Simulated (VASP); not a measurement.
Wanted: the native input for a VASP 6.6.1 run.

```
Task                   : single point
Functional             : PBE
Potentials or basis    : VASP PAW PBE potentials, release 64 (Te, Pb_d, Se)
Cutoff                 : 520 eV
k mesh                 : 6 × 6 × 2
Occupations            : gaussian, width 0.1 eV
Spin                   : no spin polarisation
Dipole correction      : no
Further INCAR settings : ALGO = Normal; EDIFF = 1e-06; NBANDS = 39
```

The structure of Te2Pb3Se lies in POSCAR:

```
Te2Pb3Se
1.0
    4.5658263830      0.0000000000      0.0000000000
   -2.2829131915      3.9541216369      0.0000000000
    0.0000000000      0.0000000000     11.1734940839
Te Pb Se
2 3 1
Direct
    0.3333333333      0.6666666667      0.6730704059
    0.6666666667      0.3333333333      0.3269295941
    0.6666666667      0.3333333333      0.8475973657
    0.0000000000      0.0000000000      0.5000000000
    0.3333333333      0.6666666667      0.1524026343
    0.0000000000      0.0000000000      0.0000000000
```

These files were run (other wordings do the same):

INCAR

```
PREC = Accurate ; ENCUT = 520
EDIFF = 1E-6 ; ISMEAR = 0
SIGMA = 0.1 ; LREAL = F
LASPH = T ; NELM = 80
ALGO = Normal ; ISIF = 2
LWAVE = F ; LCHARG = F
GGA = PE ; NBANDS = 39
```

KPOINTS

```
Automatic mesh
0
Gamma
  6 6 2
```

Potentials or basis: VASP PAW PBE potentials, release 64 (Te, Pb_d, Se).

Launch:

```bash
$ cat potpaw_PBE.64/Te/POTCAR potpaw_PBE.64/Pb_d/POTCAR potpaw_PBE.64/Se/POTCAR > POTCAR
$ mpirun -np 1 vasp_std > vasp.out
```

Results of the run:

- Pressure: -0.1 GPa
- Largest force: 0.028 eV/Å
- Band gap on the k mesh: 0.70 eV (least direct gap 0.71 eV)

Caveat: spin-orbit coupling is left out, which moves the levels of the heavy elements.

It took 64 s on 1 thread of Intel(R) Xeon(R) 6975P-C (Granite Rapids), with other jobs on the host, peak memory 0.36 GiB.
